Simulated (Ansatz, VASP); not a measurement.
Two plane-wave programs on MgTl

Contents of INCAR:

```
SYSTEM = MgTl
  ALGO = Normal
  EDIFF = 1E-8
  ENCUT = 520
  ISIF = 2
  ISMEAR = -1
  LASPH = .TRUE.
  LCHARG = .FALSE.
  LEFG = .TRUE.
  LREAL = .FALSE.
  LWAVE = .FALSE.
  NBANDS = 14
  NELM = 100
  PREC = Accurate
  SIGMA = 0.05
```

Contents of KPOINTS:

```
k-points
0
G
  9 9 9
  0 0 0
```

The input POSCAR:

```
MgTl
1.0
    3.6106032918      0.0000000000      0.0000000000
    0.0000000000      3.6106032918      0.0000000000
    0.0000000000      0.0000000000      3.6106032918
Mg Tl
1 1
Direct
    0.0000000000      0.0000000000      0.0000000000
    0.5000000000      0.5000000000      0.5000000000
```

Input for Ansatz:

```yaml
crystal:
  lattice:
    - [3.6106032918, 0.0, 0.0]
    - [0.0, 3.6106032918, 0.0]
    - [0.0, 0.0, 3.6106032918]
  atoms:
    - { symbol: Mg, position: [0.0, 0.0, 0.0] }
    - { symbol: Tl, position: [0.5, 0.5, 0.5] }
kpoints:
  mp_grid: { grid: [9, 9, 9] }
scf:
  occupations: { method: fermi_dirac, width: 0.05 }
hamiltonian:
  xc: lda
  pseudopotentials: { kind: paw }
output:
  forces: true
  stress: true
  eigenvalues: true
  efg: { contact_densities: true }
```

Change from the starting cell: volume scaled by 0.98, PAW files.

Alike in both runs: task electric field gradients; functional LDA; k mesh 9 × 9 × 9; occupations fermi-dirac, width 0.05 eV; no spin polarisation.

|  | VASP | Ansatz |
| --- | --- | --- |
| version | VASP 6.6.1 | Ansatz 0.2.0 |
| potentials or method | VASP PAW LDA potentials, release 64 (Mg, Tl_d) | PAW with Ansatz's default frozen-core files, scalar-relativistic |
| plane-wave cutoff (eV) | 520 | 420 |
| valence electrons in the cell | 15 | 23 |

VASP gave:

```
pressure (GPa) : -2.0
```

What did Ansatz give for the same quantities?

Pressure (GPa): -1.7.

LDA's correlation is that of Perdew and Zunger in VASP and of Perdew and Wang (1992) in Ansatz. VASP's potentials hold 15 valence electrons a cell and Ansatz's 23, so a difference there can come from the potentials and not from the codes.

Neither program's run includes spin-orbit coupling.
